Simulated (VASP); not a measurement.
# CsLi2 (P4/nmm) in VASP: a series of runs

The runs below take CsLi2 through single point, with PBE.

Program: VASP 6.6.1. These are calculated values, not measurements. Logs are shortened: lines on timing, memory, paths and dates and some standing lists are left out, and cuts for length are marked.

## 1. The cell of the first run

The structure is tetragonal, space group P4/nmm (No. 129). The conventional cell has a = 4.388 Å, b = 4.388 Å, c = 6.696 Å, α = 90.00°, β = 90.00°, γ = 90.00°. Cs (site symmetry 4mm) has 9 Li at 2.88 to 3.11 Å within 3.8 Å. Within 3.7 Å of Li (site symmetry -4m2) lie 8 Li at 2.84 to 3.10 Å and 4 Cs at 2.97 Å. Within 3.7 Å of Li (site symmetry 4mm) lie 4 Li at 2.84 Å and 5 Cs at 2.88 to 3.11 Å.

## 2. Single point, PBE

INCAR

```
PREC = Accurate ; ENCUT = 520
EDIFF = 1E-7 ; ISMEAR = 0
SIGMA = 0.1 ; LREAL = F
LASPH = T ; NELM = 100
ALGO = Normal ; ISIF = 2
LWAVE = F ; LCHARG = T
GGA = PE ; LELF = T
LVHAR = T ; NBANDS = 24
```

KPOINTS

```
Automatic mesh
0
Gamma
  4 4 4
```

POSCAR

```
CsLi2
1.0
    4.3883647832      0.0000000000      0.0000000000
    0.0000000000      4.3883647832      0.0000000000
    0.0000000000      0.0000000000      6.6957740217
Cs Li
2 4
Direct
    0.0000000000      0.5000000000      0.7000000000
    0.5000000000      0.0000000000      0.3000000000
    0.0000000000      0.0000000000      0.0000000000
    0.5000000000      0.5000000000      0.0000000000
    0.0000000000      0.5000000000      0.2700000000
    0.5000000000      0.0000000000      0.7300000000
```

Potentials or basis: VASP PAW PBE potentials, release 64 (Cs_sv, Li_sv).

Started as:

```
> cat potpaw_PBE.64/Cs_sv/POTCAR potpaw_PBE.64/Li_sv/POTCAR > POTCAR
> mpirun -np 1 vasp_std > vasp.out
```

OUTCAR:

```text
PREC = Accurate
   ENCUT = 520
   EDIFF = 1E-7
   ISMEAR = 0
   LREAL = F
   LASPH = T
   NELM = 100
   ISIF = 2
   GGA = PE

 ion  position               nearest neighbor table
   1  0.000  0.500  0.700-   5 2.88
   2  0.500  0.000  0.300-   6 2.88
   3  0.000  0.000  0.000-
   4  0.500  0.500  0.000-
   5  0.000  0.500  0.270-   1 2.88
   6  0.500  0.000  0.730-   2 2.88

  LATTYP: Found a simple tetragonal cell.
 ALAT       =     4.3883647832
 C/A-ratio  =     1.5258016032

  Lattice vectors:

 A1 = (   4.3883647832,   0.0000000000,   0.0000000000)
 A2 = (   0.0000000000,   4.3883647832,   0.0000000000)
 A3 = (   0.0000000000,   0.0000000000,   6.6957740217)

Analysis of symmetry for initial positions (statically):
=====================================================================
 Subroutine PRICEL returns:
 Original cell was already a primitive cell.

 Routine SETGRP: Setting up the symmetry group for a
 simple tetragonal supercell.

 Subroutine GETGRP returns: Found 16 space group operations
 (whereof  8 operations were pure point group operations)
 out of a pool of 16 trial point group operations.

The static configuration has the point symmetry D_2d.
 The point group associated with its full space group is D_4h.

Analysis of symmetry for dynamics (positions and initial velocities):
=====================================================================
 Subroutine PRICEL returns:
 Original cell was already a primitive cell.

 Routine SETGRP: Setting up the symmetry group for a
 simple tetragonal supercell.

 Subroutine GETGRP returns: Found 16 space group operations
 (whereof  8 operations were pure point group operations)
 out of a pool of 16 trial point group operations.

The dynamic configuration has the point symmetry D_2d.
 The point group associated with its full space group is D_4h.

 Subroutine INISYM returns: Found 16 space group operations
 (whereof  8 operations are pure point group operations),
 and found     1 'primitive' translations

----------------------------------------------------------------------------------------

                                     Primitive cell

  volume of cell :     128.9455

  direct lattice vectors                    reciprocal lattice vectors
     4.388364783  0.000000000  0.000000000     0.227875313  0.000000000  0.000000000
     0.000000000  4.388364783  0.000000000     0.000000000  0.227875313  0.000000000
     0.000000000  0.000000000  6.695774022     0.000000000  0.000000000  0.149347932

  length of vectors
     4.388364783  4.388364783  6.695774022     0.227875313  0.227875313  0.149347932

  position of ions in fractional coordinates (direct lattice)
     0.000000000  0.500000000  0.700000000
     0.500000000  0.000000000  0.300000000
     0.000000000  0.000000000  0.000000000
     0.500000000  0.500000000  0.000000000
     0.000000000  0.500000000  0.270000000
     0.500000000  0.000000000  0.730000000

  ion indices of the primitive-cell ions
   primitive index   ion index
                 1           1
                 2           2
                 3           3
                 4           4
                 5           5
                 6           6

----------------------------------------------------------------------------------------

 KPOINTS: Automatic mesh

Automatic generation of k-mesh.
 Grid dimensions read from file:
 generate k-points for:    4    4    4

 Generating k-lattice:

  Cartesian coordinates                     Fractional coordinates (reciprocal lattice)
     0.056968828  0.000000000  0.000000000     0.250000000  0.000000000  0.000000000
     0.000000000  0.056968828  0.000000000     0.000000000  0.250000000  0.000000000
     0.000000000  0.000000000  0.037336983     0.000000000  0.000000000  0.250000000

  Length of vectors
     0.056968828  0.056968828  0.037336983

  Shift w.r.t. Gamma in fractional coordinates (k-lattice)
     0.000000000  0.000000000  0.000000000

 Subroutine IBZKPT returns following result:
 ===========================================

 Found     18 irreducible k-points:

 Following reciprocal coordinates:
            Coordinates               Weight
  0.000000  0.000000  0.000000      1.000000
  0.250000  0.000000  0.000000      4.000000
  0.500000  0.000000  0.000000      2.000000
  0.250000  0.250000  0.000000      4.000000
  0.500000  0.250000  0.000000      4.000000
  0.500000  0.500000  0.000000      1.000000
[... 10 lines left out ...]
  0.500000  0.250000  0.500000      4.000000
  0.500000  0.500000  0.500000      1.000000
   k-points           NKPTS =     18   k-points in BZ     NKDIM =     18   number of bands    NBANDS=     24
   number of dos      NEDOS =    301   number of ions     NIONS =      6
   total plane-waves  NPLWV =  64800
   dimension x,y,z NGX =    36 NGY =   36 NGZ =   50
   dimension x,y,z NGXF=    72 NGYF=   72 NGZF=  100
   ions per type =               2   4
   NGX,Y,Z   is equivalent  to a cutoff of  13.64, 13.64, 12.41 a.u.
   NGXF,Y,Z  is equivalent  to a cutoff of  27.28, 27.28, 24.83 a.u.
 SYSTEM =  unknown system
   PREC   = accura    normal or accurate (medium, high low for compatibility)
   ISTART =      0    job   : 0-new  1-cont  2-samecut
   ICHARG =      2    charge: 1-file 2-atom 10-const
   ISPIN  =      1    spin polarized calculation?
   LNONCOLLINEAR =      F non collinear calculations
   LSORBIT =      F    spin-orbit coupling
   LASPH  =      T    aspherical Exc in radial PAW
   ENCUT  =  520.0 eV  38.22 Ry    6.18 a.u.   8.16  8.16 12.45*2*pi/ulx,y,z
   NELM   =    100;   NELMIN=  2; NELMDL= -5     # of ELM steps
   EDIFF  = 0.1E-06   stopping-criterion for ELM
   LREAL  =      F    real-space projection
   EDIFFG = 0.1E-05   stopping-criterion for IOM
   NSW    =      0    number of steps for IOM
   IBRION =     -1    ionic relax: 0-MD 1-quasi-New 2-CG
   NFREE  =      0    steps in history (QN), initial steepest desc. (CG)
   ISIF   =      2    stress and relaxation
   ISYM   =      2    0-nonsym 1-usesym 2-fastsym
   POTIM  = 0.5000    time-step for ionic-motion
   TEBEG  =    0.0;   TEEND  =   0.0 temperature during run
   PSTRESS=    0.0 pullay stress
   NELECT =      30.0000    total number of electrons
   NUPDOWN=      -1.0000    fix difference up-down
   EMIN   =  10.00;   EMAX   =-10.00  energy-range for DOS
   EFERMI =   0.00;   METHOD = LEGACY
   ISMEAR =     0;   SIGMA  =   0.10  broadening in eV -4-tet -1-fermi 0-gaus
   EFERMI_NEDOS =   21; number of points for ismear=-14 and -15
   IALGO  =     38    algorithm
   IMIX   =      4    mixing-type and parameters
     AMIX     =   0.40;   BMIX     =  1.00
     AMIX_MAG =   1.60;   BMIX_MAG =  1.00
  volume/ion in A,a.u.               =      21.49       145.03
  Fermi-wavevector in a.u.,A,eV,Ry     =   1.006885  1.902737 13.793821  1.013817
  Thomas-Fermi vector in A             =   2.139655
   LORBIT       =      0    0 simple, 1 ext, 2 COOP (PROOUT), +10 PAW based schemes
   GGA     = PE    functional components
   LHFCALC =     F    Hartree Fock is set to
   AEXX    =    0.0000 exact exchange contribution
   IVDW    =     0    specifies the selected vdW correction
   LEPSILON=     F    determine dielectric tensor
   LRPA    =     F    only Hartree local field effects (RPA)
 non-spin polarized calculation
 Gauss-broadening in eV      SIGMA  =   0.10
  energy-cutoff  :      520.00
  volume of cell :      128.95
 maximum number of plane-waves:      3520
 NGX is ok and might be reduce to    36
   NGX = 17   NGY = 17   NGZ = 25

 number of electron      29.9999966 magnetization

 Free energy of the ion-electron system (eV)
  ---------------------------------------------------
  ext. energy  EPLUGINS =         0.00000000
  ---------------------------------------------------
  free energy    TOTEN  =        -3.80109044 eV

  energy without entropy =       -3.78306164  energy(sigma->0) =       -3.79207604

 E-fermi :   4.0433     XC(G=0):  -8.7916

 val. band max:        3.9777152629   @ k =   0.5000   0.5000   0.0000
 cond. band min:       4.0810792941   @ k =   0.5000   0.2500   0.2500
 fundamental gap:      0.1033640311
 Fermi energy:         4.0433342101

 k-point     1 :       0.0000    0.0000    0.0000
  band No.  band energies     occupation
      1     -43.3455      2.00000
      2     -43.3446      2.00000
      3     -43.0479      2.00000
      4     -43.0373      2.00000
      5     -19.4792      2.00000
      6     -19.3032      2.00000
[... 16 lines left out ...]
     23       7.8348      0.00000
     24       7.8348      0.00000

 k-point     2 :       0.2500    0.0000    0.0000
  band No.  band energies     occupation
      1     -43.3453      2.00000
      2     -43.3447      2.00000
      3     -43.0464      2.00000
      4     -43.0390      2.00000
      5     -19.4348      2.00000
      6     -19.3094      2.00000
[... 16 lines left out ...]
     23       7.3912      0.00000
     24       8.0861      0.00000

 k-point     3 :       0.5000    0.0000    0.0000
  band No.  band energies     occupation
      1     -43.3448      2.00000
      2     -43.3448      2.00000
      3     -43.0427      2.00000
      4     -43.0427      2.00000
      5     -19.3527      2.00000
      6     -19.3527      2.00000
[... 16 lines left out ...]
     23       8.3917      0.00000
     24       8.3917      0.00000
[... 352 lines left out ...]
 k-point    17 :       0.5000    0.2500    0.5000
  band No.  band energies     occupation
      1     -43.3447      2.00000
      2     -43.3447      2.00000
      3     -43.0428      2.00000
      4     -43.0428      2.00000
      5     -19.3318      2.00000
      6     -19.3318      2.00000
[... 16 lines left out ...]
     23       8.6466      0.00000
     24       8.6466      0.00000

 k-point    18 :       0.5000    0.5000    0.5000
  band No.  band energies     occupation
      1     -43.3446      2.00000
      2     -43.3446      2.00000
      3     -43.0428      2.00000
      4     -43.0428      2.00000
      5     -19.3104      2.00000
      6     -19.3104      2.00000
[... 16 lines left out ...]
     23       9.5539      0.00000
     24       9.5539      0.00000

------------------------ aborting loop because EDIFF is reached ----------------------------------------

  FORCE on cell =-STRESS in cart. coord.  units (eV):
  Direction    XX          YY          ZZ          XY          YZ          ZX
  --------------------------------------------------------------------------------------
  -------------------------------------------------------------------------------------
  Total        9.3225917      9.3225917     11.4255415      0.0000000      0.0000000      0.0000000
  in kB      115.8353234    115.8353234    141.9649534      0.0000000      0.0000000      0.0000000
  external PRESSURE =     124.5452001 kB  Pullay stress =       0.0000000 kB

 VOLUME and BASIS-vectors are now :
 -----------------------------------------------------------------------------
  energy-cutoff  :      520.00
  volume of cell :      128.95
      direct lattice vectors                 reciprocal lattice vectors
     4.388364783  0.000000000  0.000000000     0.227875313  0.000000000  0.000000000
     0.000000000  4.388364783  0.000000000     0.000000000  0.227875313  0.000000000
     0.000000000  0.000000000  6.695774022     0.000000000  0.000000000  0.149347932

 POSITION                                       TOTAL-FORCE (eV/Angst)
 -----------------------------------------------------------------------------------
      0.00000      2.19418      4.68704        -0.000000     -0.000000     -1.041697
      2.19418      0.00000      2.00873         0.000000     -0.000000      1.041697
      0.00000      0.00000      0.00000         0.000000      0.000000      0.000000
      2.19418      2.19418      0.00000         0.000000     -0.000000      0.000000
      0.00000      2.19418      1.80786         0.000000      0.000000     -0.174160
      2.19418      0.00000      4.88792        -0.000000     -0.000000      0.174160
 -----------------------------------------------------------------------------------
    total drift:                                0.000000      0.000000      0.000000

  FREE ENERGIE OF THE ION-ELECTRON SYSTEM (eV)
  ---------------------------------------------------
  free  energy   TOTEN  =        -3.8010904432 eV

  energy  without entropy=       -3.7830616416  energy(sigma->0) =       -3.79207604
```

Wall time 25 s (1 thread of Intel Xeon 6975P-C (Granite Rapids), shared host); peak memory 0.25 GiB.

What came out:

```
Free energy            : -3.8011 eV
Largest force          : 1.042 eV/Å
Band gap on the k mesh : zero (band 15 reaches 4.35 eV, above the bottom of band 16 at 3.19 eV)
```

Forces in eV/Å, atoms in the order of the input:
```
Cs   0.000  0.000 -1.042
Cs   0.000  0.000  1.042
Li   0.000  0.000  0.000
Li   0.000  0.000  0.000
Li   0.000  0.000 -0.174
Li   0.000  0.000  0.174
```

Levels at points of the mesh, in eV from the Fermi level:
```csv
k point,band 11,band 12,band 13,band 14,band 15,band 16,band 17,band 18,band 19,band 20
"(0.00, 0.00, 0.00)",-9.99,-9.99,-3.01,-1.44,-0.21,0.91,0.91,1.06,1.20,2.74
"(0.50, 0.00, 0.00)",-10.13,-10.13,-1.06,-1.06,-0.85,-0.85,0.98,0.98,1.56,1.56
"(0.50, 0.50, 0.00)",-10.46,-10.46,-1.75,-1.75,-0.07,-0.07,2.04,2.04,2.16,2.16
"(0.00, 0.00, 0.50)",-10.06,-10.06,-1.94,-1.86,-0.30,-0.16,1.05,1.05,1.23,1.50
"(0.50, 0.00, 0.50)",-10.13,-10.13,-1.79,-1.79,-0.19,-0.19,0.47,0.47,1.85,1.85
"(0.50, 0.50, 0.50)",-10.49,-10.49,-0.99,-0.99,0.31,0.31,0.66,0.66,0.94,0.94
```

Caveat: the cutoff is under 1.25 times the usual one of these potentials, so pressure, stress and relaxed cells hold a basis-set (Pulay) error; spin-orbit coupling is left out, which moves the levels of the heavy elements; forces of over 1 eV/Å act on the atoms, so gaps and moduli don't describe the material at rest.

## 3. Single point, PBE

This run uses another cell than the first one, of 47.27 Å³/atom, 2.200 times its volume.

INCAR

```
PREC     = Accurate       # precision mode
ENCUT    = 520            # plane-wave cutoff, eV
EDIFF    = 1E-6           # SCF threshold, eV
ISMEAR   = 0              # smearing method
SIGMA    = 0.1            # smearing width, eV
LREAL    = False          # projectors in reciprocal space
LASPH    = True           # aspherical terms in the spheres
NELM     = 100            # most SCF steps
ALGO     = Normal         # electronic algorithm
ISIF     = 2              # what is computed and relaxed
LWAVE    = False          # write WAVECAR
LCHARG   = False          # write CHGCAR
GGA      = PE             # functional
NBANDS   = 24             # bands
```

KPOINTS is that of step 2.

POSCAR

```
CsLi2
1.0
    5.7522616119      0.0000000000      0.0000000000
    0.0000000000      5.7522616119      0.0000000000
    0.0000000000      0.0000000000      8.5715200438
Cs Li
2 4
Direct
    0.0000000000      0.5000000000      0.6564054026
    0.5000000000      0.0000000000      0.3435945974
    0.0000000000      0.0000000000      0.0000000000
    0.5000000000      0.5000000000      0.0000000000
    0.0000000000      0.5000000000      0.1077587808
    0.5000000000      0.0000000000      0.8922412192
```

Potentials or basis: VASP PAW PBE potentials, release 64 (Cs_sv, Li_sv).

Started as:

```
> cat potpaw_PBE.64/Cs_sv/POTCAR potpaw_PBE.64/Li_sv/POTCAR > POTCAR
> mpirun -np 1 vasp_std > vasp.out
```

Wall time 66 s (1 thread of Intel Xeon 6975P-C (Granite Rapids), shared host); peak memory 0.43 GiB.

The run converged. Its results:

```
Free energy            : -8.4062 eV
Band gap on the k mesh : zero (band 15 reaches 0.99 eV, above the bottom of band 16 at 0.06 eV)
```

Levels at points of the mesh, in eV from the Fermi level:
```
           k point  band 11  band 12  band 13  band 14  band 15  band 16  band 17  band 18  band 19  band 20
(0.00, 0.00, 0.00)   -10.14   -10.14    -2.54    -0.57    -0.02     0.42     0.42     0.83     1.87     2.06
(0.50, 0.00, 0.00)   -10.14   -10.14    -1.53    -1.53     0.28     0.28     0.97     0.97     1.31     1.31
(0.50, 0.50, 0.00)   -10.16   -10.16    -0.86    -0.86    -0.54    -0.54     1.10     1.10     1.23     1.23
(0.00, 0.00, 0.50)   -10.14   -10.14    -2.21    -1.48     0.37     0.37     0.64     0.95     1.67     2.19
(0.50, 0.00, 0.50)   -10.14   -10.14    -1.42    -1.42    -0.16    -0.16     1.11     1.11     1.42     1.42
(0.50, 0.50, 0.50)   -10.16   -10.16    -0.59    -0.59    -0.56    -0.56     0.41     0.41     1.14     1.14
```

Caveat: the cutoff is under 1.25 times the usual one of these potentials, so pressure, stress and relaxed cells hold a basis-set (Pulay) error; spin-orbit coupling is left out, which moves the levels of the heavy elements.
